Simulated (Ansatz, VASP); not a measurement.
WS2: VASP beside Ansatz

File INCAR:

```
SYSTEM = WS2
ALGO = Normal
EDIFF = 1E-6
ENCUT = 520
GGA = PS
ISIF = 2
ISMEAR = 0
LASPH = .TRUE.
LCHARG = .FALSE.
LREAL = .FALSE.
LWAVE = .FALSE.
NBANDS = 35
NELM = 80
PREC = Accurate
SIGMA = 0.05
```

KPOINTS

```
k-points
0
G
  12 12 2
  0 0 0
```

The input POSCAR:

```
WS2
1.0
    3.0892743692      0.0000000000      0.0000000000
   -1.5446371846      2.6753900830      0.0000000000
    0.0000000000      0.0000000000     12.4667665245
W S
2 4
Direct
    0.3333333333      0.6666666667      0.2500000000
    0.6666666667      0.3333333333      0.7500000000
    0.3333333333      0.6666666667      0.6199879487
    0.6666666667      0.3333333333      0.1199879487
    0.3333333333      0.6666666667      0.8800120513
    0.6666666667      0.3333333333      0.3800120513
```

Input for Ansatz:

```yaml
crystal:
  lattice:
    - [3.0892743692, 0.0, 0.0]
    - [-1.5446371846, 2.675390083, 0.0]
    - [0.0, 0.0, 12.4667665245]
  atoms:
    - { symbol: W, position: [0.3333333333, 0.6666666667, 0.25] }
    - { symbol: W, position: [0.6666666667, 0.3333333333, 0.75] }
    - { symbol: S, position: [0.3333333333, 0.6666666667, 0.6199879487] }
    - { symbol: S, position: [0.6666666667, 0.3333333333, 0.1199879487] }
    - { symbol: S, position: [0.3333333333, 0.6666666667, 0.8800120513] }
    - { symbol: S, position: [0.6666666667, 0.3333333333, 0.3800120513] }
basis:
  ecutwfc: 420
kpoints:
  mp_grid: { grid: [12, 12, 2] }
hamiltonian:
  xc: pbesol
  pseudopotentials: { kind: paw, azcp: { folder: soft_1 } }
scf:
  occupations: { method: gaussian, width: 0.05 }
output:
  forces: true
  stress: true
  eigenvalues: true
```

Alike in both runs: task single point; functional PBEsol; k mesh 12 × 12 × 2; occupations gaussian, width 0.05 eV; no spin polarisation.

|  | VASP | Ansatz |
| --- | --- | --- |
| version | VASP 6.6.1 | Ansatz 0.2.0 |
| potentials or method | VASP PAW PBE potentials, release 64 (W_sv, S), cutoff 520 eV | scalar-relativistic, plane waves, PAW |
| valence electrons in the cell | 52 | 52 |

Ansatz gave:

* gap on the k mesh at the Fermi level (eV): 0.99
* least direct gap on the mesh (eV): 2.18
* pressure (GPa): 0.5
* traceless stress, the component that is largest in VASP (GPa): -6.16
* rms of the force components (eV/Å): 0.312

Problem. What did VASP give for the same quantities?

Solution. gap on the k mesh at the Fermi level (eV): 1.01; least direct gap on the mesh (eV): 2.19; pressure (GPa): 0.6; traceless stress, the component that is largest in VASP (GPa): -6.15; rms of the force components (eV/Å): 0.303.

VASP's potentials were made for PBE, not for PBEsol, and Ansatz warns of the same on its side. Atom by atom the forces differ by 0.009 eV/Å (rms over components).

Spin-orbit coupling is off throughout.
